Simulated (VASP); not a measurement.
Runs of VASP 6.6.1 on ScGa3. The structure is that of space group Pm-3m (No. 221), or close to it. The cells are those of the table. 

```tsv
cell	gap on the mesh (eV)	pressure (GPa)
a = 4.109 Å, 4 atoms	none	-5.9
a = 4.011 Å, 4 atoms	none	-0.4
a = 4.068 Å, 4 atoms	none	-3.8
a = 4.149 Å, 4 atoms	none	(a)
```

Alike in all rows: task electric field gradients; level LDA; potentials or basis VASP PAW LDA potentials, release 64 (Sc_sv, Ga_d); no spin polarisation; k mesh 9 × 9 × 9; cutoff (eV) 520; smearing fermi-dirac 0.05 eV.

Task: Estimate the missing entries.

Result: (a) -7.7.

A k mesh can miss the band edges, and the runs leave out spin-orbit coupling on Ga.

A gap of «none» marks levels without a gap at the run's occupations.
